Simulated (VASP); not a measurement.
Here is a VASP 6.6.1 calculation.

Contents of INCAR:

```
  PREC = Accurate
  ENCUT = 520
  EDIFF = 1E-7
  ISMEAR = -1
  SIGMA = 0.05
  LREAL = Auto
  LASPH = T
  NELM = 80
  ALGO = Normal
  ISIF = 2
  LWAVE = F
  LCHARG = F
  NBANDS = 58
```

The input KPOINTS:

```
Automatic mesh
0
Gamma
  1 1 1
```

The input POSCAR:

```
H4C
1.0
    8.2150030000      0.0000000000      0.0000000000
    0.0000000000      8.2150030000      0.0000000000
    0.0000000000      0.0000000000      8.2150030000
C H
8 32
Direct
    0.3867071016      0.3318440663      0.1278757902
    0.8835784966     -0.0825440965      0.6778938486
    0.1404016529      0.9137063005      0.0751186579
    0.6256114575      0.6825682230      0.7963356800
    0.2181618193      0.6748628089      0.4671452950
   -0.1388922195      0.4260497531      0.0606938305
    0.7246375930      0.9672911866      0.2420814697
    0.3569444832      0.0692269985      0.7343150088
    0.2576870635      0.3348020688      0.1452221016
    0.4195859697      0.4441751269      0.0583809890
    0.4341081799      0.2192695487      0.0734266317
    0.4529517518      0.3393668876      0.2552281478
    0.8063904541     -0.1005355689      0.7840897928
    0.9204865780     -0.1998173342      0.6338889955
    1.0029576374     -0.0117589732      0.6970782603
    0.8120873480     -0.0170176444      0.5762627232
    0.1143882723      0.8928298626     -0.0645039326
    0.0571880497      1.0003283018      0.1270236907
    0.2635787230      0.9609247860      0.0757638190
    0.1464150409      0.7905900947      0.1249664790
    0.7535846305      0.6356905773      0.8421908063
    0.6492267866      0.7853314235      0.7002432014
    0.5822639383      0.7575894981      0.8960313222
    0.5455627953      0.5846132984      0.7647471340
    0.1664272064      0.7974434093      0.4851976317
    0.3451246457      0.6659279370      0.4943394421
    0.2018258545      0.6394398152      0.3361776009
    0.1535239853      0.5984294832      0.5571635214
   -0.0851125678      0.4712962369      0.1748143001
   -0.1318076208      0.5012901395     -0.0481192764
   -0.2718075696      0.4146072740      0.0823006395
   -0.1181375101      0.3007911257     -0.0006816796
    0.6735846597      1.0978571767      0.2424588281
    0.8259035328      0.9698718308      0.3320144862
    0.7849053737      0.9361408632      0.1152647175
    0.6100180365      0.8937184807      0.2717710511
    0.4910527726      0.0709798889      0.7749479824
    0.2678513934     -0.0323432627      0.7620082427
    0.3682895794      0.0491783144      0.5961288146
    0.3058915499      0.1915032776      0.7541445816
```

Potentials or basis: VASP PAW LDA potentials, release 64 (C, H).

Run with:

```bash
$ cat potpaw_LDA.64/C/POTCAR potpaw_LDA.64/H/POTCAR > POTCAR
$ mpirun -np 1 vasp_gam > vasp.out
```

Problem. Predict the largest force.

Solution. 3.351 eV/Å.

Problem. What does it give for the pressure?

Solution. -1.9 GPa.

Stress tensor (GPa, compression positive):
```
-1.65  0.10 -0.58
 0.10 -1.34 -0.33
-0.58 -0.33 -2.81
```

Caveat: the k points lie up to 0.76 Å⁻¹ apart.
